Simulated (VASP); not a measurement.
# SiO2 in VASP: a series of runs

SiO2 is run at these levels: RPBE; tasks: single point.

Everything below comes from runs of VASP 6.6.1. Logs are shortened: lines on timing, memory, paths and dates and some standing lists are left out, and cuts for length are marked.

## (1) The cell of the first run

The cell holds a slab with vacuum, 12 atoms: a = 5.310 Å, b = 5.310 Å, c = 18.000 Å, α = 90.00°, β = 90.00°, γ = 120.00°.

## (2) Single point, RPBE

INCAR

```
PREC = Accurate
ENCUT = 520
EDIFF = 1E-6
ISMEAR = 0
SIGMA = 0.01
LREAL = False
LASPH = True
NELM = 100
ALGO = Normal
ISIF = 2
LWAVE = False
LCHARG = False
GGA = RP
NBANDS = 44
```

KPOINTS

```
Automatic mesh
0
Gamma
  4 4 1
```

POSCAR

```
SiO2
1.0
    5.3100000000      0.0000000000      0.0000000000
   -2.6550000000      4.5985948941      0.0000000000
    0.0000000000      0.0000000000     18.0000000000
Si O
4 8
Direct
    0.3333333333      0.6666666667      0.5900000000
    0.6666666667      0.3333333333      0.5900000000
    0.3333333333      0.6666666667      0.4100000000
    0.6666666667      0.3333333333      0.4100000000
    0.3333333333      0.6666666667      0.5000000000
    0.6666666667      0.3333333333      0.5000000000
    0.5000000000      0.0000000000      0.6177777778
    0.0000000000      0.5000000000      0.6177777778
    0.5000000000      0.5000000000      0.6177777778
    0.5000000000      0.0000000000      0.3822222222
    0.0000000000      0.5000000000      0.3822222222
    0.5000000000      0.5000000000      0.3822222222
```

Potentials or basis: VASP PAW PBE potentials, release 64 (Si, O).

Command:

```bash
$ cat potpaw_PBE.64/Si/POTCAR potpaw_PBE.64/O/POTCAR > POTCAR
$ mpirun -np 1 vasp_std > vasp.out
```

OUTCAR:

```text
PREC = Accurate
   ENCUT = 520
   EDIFF = 1E-6
   ISMEAR = 0
   LREAL = False
   LASPH = True
   NELM = 100
   ISIF = 2
   GGA = RP

 ion  position               nearest neighbor table
   1  0.333  0.667  0.590-   8 1.61   7 1.61   9 1.61   5 1.62   2 3.07   2 3.07   2 3.07
   2  0.667  0.333  0.590-   8 1.61   7 1.61   9 1.61   6 1.62   1 3.07   1 3.07   1 3.07
   3  0.333  0.667  0.410-  11 1.61  10 1.61  12 1.61   5 1.62   4 3.07   4 3.07   4 3.07
   4  0.667  0.333  0.410-  11 1.61  10 1.61  12 1.61   6 1.62   3 3.07   3 3.07   3 3.07
   5  0.333  0.667  0.500-   1 1.62   3 1.62
   6  0.667  0.333  0.500-   2 1.62   4 1.62
   7  0.500  0.000  0.618-   1 1.61   2 1.61
   8  0.000  0.500  0.618-   1 1.61   2 1.61
   9  0.500  0.500  0.618-   1 1.61   2 1.61
  10  0.500  0.000  0.382-   3 1.61   4 1.61
  11  0.000  0.500  0.382-   3 1.61   4 1.61
  12  0.500  0.500  0.382-   3 1.61   4 1.61

  LATTYP: Found a hexagonal cell.
 ALAT       =     5.3100000000
 C/A-ratio  =     3.3898305085

  Lattice vectors:

 A1 = (   5.3100000000,   0.0000000000,   0.0000000000)
 A2 = (  -2.6550000000,   4.5985948941,   0.0000000000)
 A3 = (   0.0000000000,   0.0000000000,  18.0000000000)

Analysis of symmetry for initial positions (statically):
=====================================================================
 Subroutine PRICEL returns:
 Original cell was already a primitive cell.

 Routine SETGRP: Setting up the symmetry group for a
 hexagonal supercell.

 Subroutine GETGRP returns: Found 24 space group operations
 (whereof 24 operations were pure point group operations)
 out of a pool of 24 trial point group operations.

The static configuration has the point symmetry D_6h.

Analysis of symmetry for dynamics (positions and initial velocities):
=====================================================================
 Subroutine PRICEL returns:
 Original cell was already a primitive cell.

 Routine SETGRP: Setting up the symmetry group for a
 hexagonal supercell.

 Subroutine GETGRP returns: Found 24 space group operations
 (whereof 24 operations were pure point group operations)
 out of a pool of 24 trial point group operations.

The dynamic configuration has the point symmetry D_6h.

 Subroutine INISYM returns: Found 24 space group operations
 (whereof 24 operations are pure point group operations),
 and found     1 'primitive' translations

----------------------------------------------------------------------------------------

                                     Primitive cell

  volume of cell :     439.5337

  direct lattice vectors                    reciprocal lattice vectors
     5.310000000  0.000000000  0.000000000     0.188323917  0.108728864  0.000000000
    -2.655000000  4.598594894  0.000000000     0.000000000  0.217457729  0.000000000
     0.000000000  0.000000000 18.000000000     0.000000000  0.000000000  0.055555556

  length of vectors
     5.310000000  5.310000000 18.000000000     0.217457729  0.217457729  0.055555556

  position of ions in fractional coordinates (direct lattice)
     0.333333333  0.666666667  0.590000000
     0.666666667  0.333333333  0.590000000
     0.333333333  0.666666667  0.410000000
     0.666666667  0.333333333  0.410000000
     0.333333333  0.666666667  0.500000000
     0.666666667  0.333333333  0.500000000
     0.500000000  0.000000000  0.617777778
     0.000000000  0.500000000  0.617777778
     0.500000000  0.500000000  0.617777778
     0.500000000  0.000000000  0.382222222
     0.000000000  0.500000000  0.382222222
     0.500000000  0.500000000  0.382222222

  ion indices of the primitive-cell ions
   primitive index   ion index
                 1           1
                 2           2
                 3           3
                 4           4
                 5           5
                 6           6
                 7           7
                 8           8
                 9           9
                10          10
                11          11
                12          12

----------------------------------------------------------------------------------------

 KPOINTS: Automatic mesh

Automatic generation of k-mesh.
 Grid dimensions read from file:
 generate k-points for:    4    4    1

 Generating k-lattice:

  Cartesian coordinates                     Fractional coordinates (reciprocal lattice)
     0.047080979  0.027182216  0.000000000     0.250000000  0.000000000  0.000000000
     0.000000000  0.054364432  0.000000000     0.000000000  0.250000000  0.000000000
     0.000000000  0.000000000  0.055555556     0.000000000  0.000000000  1.000000000

  Length of vectors
     0.054364432  0.054364432  0.055555556

  Shift w.r.t. Gamma in fractional coordinates (k-lattice)
     0.000000000  0.000000000  0.000000000

 Subroutine IBZKPT returns following result:
 ===========================================

 Found      4 irreducible k-points:

 Following reciprocal coordinates:
            Coordinates               Weight
  0.000000  0.000000  0.000000      1.000000
  0.250000  0.000000  0.000000      6.000000
  0.500000  0.000000  0.000000      3.000000
  0.250000  0.250000  0.000000      6.000000
   k-points           NKPTS =      4   k-points in BZ     NKDIM =      4   number of bands    NBANDS=     44
   number of dos      NEDOS =    301   number of ions     NIONS =     12
   total plane-waves  NPLWV = 224000
   dimension x,y,z NGX =    40 NGY =   40 NGZ =  140
   dimension x,y,z NGXF=    80 NGYF=   80 NGZF=  280
   ions per type =               4   8
   NGX,Y,Z   is equivalent  to a cutoff of  12.52, 12.52, 12.93 a.u.
   NGXF,Y,Z  is equivalent  to a cutoff of  25.05, 25.05, 25.86 a.u.
 SYSTEM =  unknown system
   PREC   = accura    normal or accurate (medium, high low for compatibility)
   ISTART =      0    job   : 0-new  1-cont  2-samecut
   ICHARG =      2    charge: 1-file 2-atom 10-const
   ISPIN  =      1    spin polarized calculation?
   LNONCOLLINEAR =      F non collinear calculations
   LSORBIT =      F    spin-orbit coupling
   LASPH  =      T    aspherical Exc in radial PAW
   ENCUT  =  520.0 eV  38.22 Ry    6.18 a.u.   9.87  9.87 33.47*2*pi/ulx,y,z
   NELM   =    100;   NELMIN=  2; NELMDL= -5     # of ELM steps
   EDIFF  = 0.1E-05   stopping-criterion for ELM
   LREAL  =      F    real-space projection
   EDIFFG = 0.1E-04   stopping-criterion for IOM
   NSW    =      0    number of steps for IOM
   IBRION =     -1    ionic relax: 0-MD 1-quasi-New 2-CG
   NFREE  =      0    steps in history (QN), initial steepest desc. (CG)
   ISIF   =      2    stress and relaxation
   ISYM   =      2    0-nonsym 1-usesym 2-fastsym
   POTIM  = 0.5000    time-step for ionic-motion
   TEBEG  =    0.0;   TEEND  =   0.0 temperature during run
   PSTRESS=    0.0 pullay stress
   NELECT =      64.0000    total number of electrons
   NUPDOWN=      -1.0000    fix difference up-down
   EMIN   =  10.00;   EMAX   =-10.00  energy-range for DOS
   EFERMI =   0.00;   METHOD = LEGACY
   ISMEAR =     0;   SIGMA  =   0.01  broadening in eV -4-tet -1-fermi 0-gaus
   EFERMI_NEDOS =   21; number of points for ismear=-14 and -15
   IALGO  =     38    algorithm
   IMIX   =      4    mixing-type and parameters
     AMIX     =   0.40;   BMIX     =  1.00
     AMIX_MAG =   1.60;   BMIX_MAG =  1.00
  volume/ion in A,a.u.               =      36.63       247.18
  Fermi-wavevector in a.u.,A,eV,Ry     =   0.861266  1.627557 10.092524  0.741780
  Thomas-Fermi vector in A             =   1.978894
   LORBIT       =      0    0 simple, 1 ext, 2 COOP (PROOUT), +10 PAW based schemes
   GGA     = RP    functional components
   LHFCALC =     F    Hartree Fock is set to
   AEXX    =    0.0000 exact exchange contribution
   IVDW    =     0    specifies the selected vdW correction
   LEPSILON=     F    determine dielectric tensor
   LRPA    =     F    only Hartree local field effects (RPA)
 non-spin polarized calculation
 Gauss-broadening in eV      SIGMA  =   0.01
  energy-cutoff  :      520.00
  volume of cell :      439.53
 maximum number of plane-waves:     11864
 NGX is ok and might be reduce to    40
   NGX = 19   NGY = 19   NGZ = 67

 number of electron      64.0000005 magnetization

 Free energy of the ion-electron system (eV)
  ---------------------------------------------------
  ext. energy  EPLUGINS =         0.00000000
  ---------------------------------------------------
  free energy    TOTEN  =       -90.84298435 eV

  energy without entropy =      -90.84298435  energy(sigma->0) =      -90.84298435

 E-fermi :  -4.5778     XC(G=0):  -3.6716

 val. band max:       -4.6429688522   @ k =   0.0000   0.0000   0.0000
 cond. band min:       1.1442342459   @ k =   0.0000   0.0000   0.0000
 fundamental gap:      5.7872030981
 Fermi energy:        -4.5777932126

 k-point     1 :       0.0000    0.0000    0.0000
  band No.  band energies     occupation
      1     -24.1296      2.00000
      2     -23.6938      2.00000
      3     -22.2874      2.00000
      4     -22.2008      2.00000
      5     -22.2008      2.00000
      6     -22.1855      2.00000
[... 36 lines left out ...]
     43       5.6661      0.00000
     44       5.9384      0.00000

 k-point     2 :       0.2500    0.0000    0.0000
  band No.  band energies     occupation
      1     -23.9745      2.00000
      2     -23.5379      2.00000
      3     -22.7686      2.00000
      4     -22.4293      2.00000
      5     -22.2053      2.00000
      6     -22.1900      2.00000
[... 36 lines left out ...]
     43       5.6985      0.00000
     44       6.0623      0.00000

 k-point     3 :       0.5000    0.0000    0.0000
  band No.  band energies     occupation
      1     -23.7023      2.00000
      2     -23.2670      2.00000
      3     -23.1909      2.00000
      4     -22.7836      2.00000
      5     -22.2099      2.00000
      6     -22.1943      2.00000
[... 36 lines left out ...]
     43       5.5463      0.00000
     44       5.7587      0.00000

 k-point     4 :       0.2500    0.2500    0.0000
  band No.  band energies     occupation
      1     -23.7035      2.00000
      2     -23.2686      2.00000
      3     -23.1883      2.00000
      4     -22.7795      2.00000
      5     -22.2127      2.00000
      6     -22.1970      2.00000
[... 36 lines left out ...]
     43       5.4053      0.00000
     44       5.8996      0.00000

------------------------ aborting loop because EDIFF is reached ----------------------------------------

  FORCE on cell =-STRESS in cart. coord.  units (eV):
  Direction    XX          YY          ZZ          XY          YZ          ZX
  --------------------------------------------------------------------------------------
  -------------------------------------------------------------------------------------
  Total        5.8209894      5.8209894      5.7225218      0.0000000      0.0000000      0.0000000
  in kB       21.2185259     21.2185260     20.8595945      0.0000000      0.0000000      0.0000000
  external PRESSURE =      21.0988821 kB  Pullay stress =       0.0000000 kB

 VOLUME and BASIS-vectors are now :
 -----------------------------------------------------------------------------
  energy-cutoff  :      520.00
  volume of cell :      439.53
      direct lattice vectors                 reciprocal lattice vectors
     5.310000000  0.000000000  0.000000000     0.188323917  0.108728864  0.000000000
    -2.655000000  4.598594894  0.000000000     0.000000000  0.217457729  0.000000000
     0.000000000  0.000000000 18.000000000     0.000000000  0.000000000  0.055555556

 POSITION                                       TOTAL-FORCE (eV/Angst)
 -----------------------------------------------------------------------------------
     -0.00000      3.06573     10.62000         0.000000     -0.000000     -0.766142
      2.65500      1.53286     10.62000        -0.000000     -0.000000     -0.766142
     -0.00000      3.06573      7.38000         0.000000     -0.000000      0.766142
      2.65500      1.53286      7.38000        -0.000000      0.000000      0.766142
     -0.00000      3.06573      9.00000        -0.000000     -0.000000      0.000000
      2.65500      1.53286      9.00000        -0.000000     -0.000000      0.000000
      2.65500      0.00000     11.12000        -0.000000     -0.000000      0.858567
     -1.32750      2.29930     11.12000         0.000000     -0.000000      0.858567
      1.32750      2.29930     11.12000         0.000000     -0.000000      0.858567
      2.65500      0.00000      6.88000         0.000000      0.000000     -0.858567
     -1.32750      2.29930      6.88000         0.000000      0.000000     -0.858567
      1.32750      2.29930      6.88000         0.000000      0.000000     -0.858567
 -----------------------------------------------------------------------------------
    total drift:                                0.000000     -0.000000      0.000000

  FREE ENERGIE OF THE ION-ELECTRON SYSTEM (eV)
  ---------------------------------------------------
  free  energy   TOTEN  =       -90.8429843479 eV

  energy  without entropy=      -90.8429843479  energy(sigma->0) =      -90.84298435
```

Run time: 83 s. Hardware: 1 thread of AMD EPYC 9R45 (Zen 5), shared host; peak memory 0.47 GiB.

What came out:

- Free energy: -90.8430 eV
- Largest force: 0.859 eV/Å
- Band gap on the k mesh: 5.79 eV, direct

Forces in eV/Å, atoms in the order of the input:
```
Si   0.000  0.000 -0.766
Si   0.000  0.000 -0.766
Si   0.000  0.000  0.766
Si   0.000  0.000  0.766
O    0.000  0.000  0.000
O    0.000  0.000  0.000
O    0.000  0.000  0.859
O    0.000  0.000  0.859
O    0.000  0.000  0.859
O    0.000  0.000 -0.859
O    0.000  0.000 -0.859
O    0.000  0.000 -0.859
```

Caveat: the PAW data sets were made with another functional, which shifts forces and pressure a little.

## (3) Single point, RPBE

This run uses another cell than the first one, of 36.97 Å³/atom, 1.009 times its volume.

INCAR

```
ALGO = Normal
EDIFF = 1E-6
ENCUT = 520
GGA = RP
ISIF = 2
ISMEAR = 0
LASPH = True
LCHARG = True
LELF = True
LREAL = False
LVHAR = True
LWAVE = False
NBANDS = 44
NELM = 80
PREC = Accurate
SIGMA = 0.01
```

KPOINTS

```
k-points
0
Gamma
  4 4 1
```

POSCAR

```
SiO2
1.0
    5.3347296761      0.0000000000      0.0000000000
   -2.6673648380      4.6200114218      0.0000000000
    0.0000000000      0.0000000000     18.0000000000
Si O
4 8
Direct
    0.3333333333      0.6666666667      0.5906728192
    0.6666666667      0.3333333333      0.5906728192
    0.3333333333      0.6666666667      0.4093271808
    0.6666666667      0.3333333333      0.4093271808
    0.3333333333      0.6666666667      0.5000000000
    0.6666666667      0.3333333333      0.5000000000
    0.5000000000      0.0000000000      0.6213065728
    0.0000000000      0.5000000000      0.6213065728
    0.5000000000      0.5000000000      0.6213065728
    0.5000000000      0.0000000000      0.3786934272
    0.0000000000      0.5000000000      0.3786934272
    0.5000000000      0.5000000000      0.3786934272
```

Potentials or basis: VASP PAW PBE potentials, release 64 (Si, O).

Command:

```bash
$ cat potpaw_PBE.64/Si/POTCAR potpaw_PBE.64/O/POTCAR > POTCAR
$ mpirun -np 1 vasp_std > vasp.out
```

OUTCAR:

```text
EDIFF = 1E-6
   ENCUT = 520
   GGA = RP
   ISIF = 2
   ISMEAR = 0
   LASPH = True
   LREAL = False
   NELM = 80
   PREC = Accurate

 ion  position               nearest neighbor table
   1  0.333  0.667  0.591-   5 1.63   7 1.64   8 1.64   9 1.64   2 3.08   2 3.08   2 3.08
   2  0.667  0.333  0.591-   6 1.63   7 1.64   8 1.64   9 1.64   1 3.08   1 3.08   1 3.08
   3  0.333  0.667  0.409-   5 1.63  10 1.64  11 1.64  12 1.64   4 3.08   4 3.08   4 3.08
   4  0.667  0.333  0.409-   6 1.63  10 1.64  11 1.64  12 1.64   3 3.08   3 3.08   3 3.08
   5  0.333  0.667  0.500-   1 1.63   3 1.63
[... 396 lines left out ...]

 VOLUME and BASIS-vectors are now :
 -----------------------------------------------------------------------------
  energy-cutoff  :      520.00
  volume of cell :      443.64
      direct lattice vectors                 reciprocal lattice vectors
     5.334729676  0.000000000  0.000000000     0.187450923  0.108224841  0.000000000
    -2.667364838  4.620011422  0.000000000     0.000000000  0.216449681  0.000000000
     0.000000000  0.000000000 18.000000000     0.000000000  0.000000000  0.055555556

 POSITION                                       TOTAL-FORCE (eV/Angst)
 -----------------------------------------------------------------------------------
     -0.00000      3.08001     10.63211         0.000000     -0.000000      0.046382
      2.66736      1.54000     10.63211        -0.000000      0.000000      0.046382
     -0.00000      3.08001      7.36789         0.000000     -0.000000     -0.046382
      2.66736      1.54000      7.36789        -0.000000      0.000000     -0.046382
     -0.00000      3.08001      9.00000        -0.000000      0.000000     -0.000000
      2.66736      1.54000      9.00000        -0.000000     -0.000000     -0.000000
      2.66736      0.00000     11.18352         0.000000     -0.000000     -0.043527
     -1.33368      2.31001     11.18352         0.000000     -0.000000     -0.043527
      1.33368      2.31001     11.18352         0.000000     -0.000000     -0.043527
      2.66736      0.00000      6.81648        -0.000000      0.000000      0.043527
     -1.33368      2.31001      6.81648        -0.000000      0.000000      0.043527
      1.33368      2.31001      6.81648         0.000000     -0.000000      0.043527
 -----------------------------------------------------------------------------------
    total drift:                                0.000000      0.000000      0.000000

  FREE ENERGIE OF THE ION-ELECTRON SYSTEM (eV)
  ---------------------------------------------------
  free  energy   TOTEN  =       -91.0070847797 eV

  energy  without entropy=      -91.0070847797  energy(sigma->0) =      -91.00708478
```

OSZICAR:

```text
N       E                     dE             d eps       ncg     rms          rms(c)
DAV:   1     0.606480405337E+03    0.60648E+03   -0.26666E+04   368   0.116E+03
DAV:   2    -0.829067050100E+01   -0.61477E+03   -0.58960E+03   492   0.294E+02
DAV:   3    -0.101283817454E+03   -0.92993E+02   -0.92478E+02   424   0.124E+02
[... 13 lines left out ...]
DAV:  17    -0.910069458981E+02   -0.10378E-03   -0.77255E-06   384   0.135E-02    0.413E-03
DAV:  18    -0.910070349117E+02   -0.89014E-04   -0.59391E-06   328   0.872E-03    0.156E-03
DAV:  19    -0.910070700850E+02   -0.35173E-04   -0.15043E-06   304   0.444E-03    0.174E-03
DAV:  20    -0.910070844747E+02   -0.14390E-04   -0.96254E-07   296   0.358E-03    0.771E-04
DAV:  21    -0.910070847797E+02   -0.30502E-06   -0.99312E-08   276   0.177E-03
   1 F= -.91007085E+02 E0= -.91007085E+02  d E =-.233113E-29
```

Wall time 83 s (1 thread of AMD EPYC 9R45 (Zen 5), shared host); peak memory 0.48 GiB.

Results:

```
Free energy            : -91.0071 eV
Largest force          : 0.046 eV/Å
Band gap on the k mesh : 5.47 eV, direct
```

Forces in eV/Å, atoms in the order of the input:
```
Si   0.000  0.000  0.046
Si   0.000  0.000  0.046
Si   0.000  0.000 -0.046
Si   0.000  0.000 -0.046
O    0.000  0.000  0.000
O    0.000  0.000  0.000
O    0.000  0.000 -0.044
O    0.000  0.000 -0.044
O    0.000  0.000 -0.044
O    0.000  0.000  0.044
O    0.000  0.000  0.044
O    0.000  0.000  0.044
```

Caveat: the PAW data sets were made with another functional, which shifts forces and pressure a little.
